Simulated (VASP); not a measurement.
KCl (Sylvite):

```xyz
2
Lattice="0.0000 3.1448 3.1448 3.1448 0.0000 3.1448 3.1448 3.1448 0.0000" Properties=species:S:1:pos:R:3 pbc="T T T"
K     0.0000    0.0000    0.0000
Cl    3.1448    3.1448    3.1448
```

Program: VASP 6.6.1. Alike in all runs: task single point; potentials or basis VASP PAW PBE potentials, release 64 (K_sv, Cl); no spin polarisation; cell as given; cutoff (eV) 520; smearing gaussian 0.01 eV. Hardware: 1 thread of AMD EPYC 7R13, with other jobs on the host.

Problem. Order these runs on this cell by their wall time, lowest first.
A. level PBE; k mesh 4 × 4 × 4
B. level PBE0; k mesh 4 × 4 × 4; grid for exact exchange (PRECFOCK) Normal
C. level PBE; k mesh 8 × 8 × 8

Solution. A (25 s), C (75 s), B (1300 s).

Caveats: some runs use coarse meshes.
